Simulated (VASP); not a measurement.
Runs of VASP 6.6.1 on LiCl. The structure is that of space group Fm-3m (No. 225), or close to it. The cells are those of the table. 

| level | cell | k mesh | smearing | grid for exact exchange (PRECFOCK) | screening parameter | gap on the mesh (eV) |
| --- | --- | --- | --- | --- | --- | --- |
| r2SCAN | a = 3.610, b = 3.610, c = 3.566 Å, angles 60.4, 60.4, 59.2°, 2 atoms | 8 × 8 × 8 | gaussian 0.01 eV | - | - | 7.43 |
| HSE06 | a = 3.694 Å, angles 58.6°, 2 atoms | 6 × 6 × 6 | gaussian 0.01 eV | Normal | 0.2079 1/Å | 7.52 |
| r2SCAN | a = 3.694 Å, angles 58.6°, 2 atoms | 8 × 8 × 8 | gaussian 0.01 eV | - | - | (b) |
| PBE | a = 3.694 Å, angles 58.6°, 2 atoms | 8 × 8 × 8 | fermi-dirac 0.02 eV | - | - | (a) |
| r2SCAN | a = 3.635, b = 3.635, c = 3.615 Å, angles 60.2, 60.2, 59.6°, 2 atoms | 8 × 8 × 8 | gaussian 0.01 eV | - | - | 7.27 |

Alike in all rows: task single point; potentials or basis VASP PAW PBE potentials, release 64 (Li_sv, Cl); no spin polarisation; cutoff (eV) 520.

Task: Fill in the values left out.

Result: (a) 6.14; (b) 7.08.

A k mesh can miss the band edges.
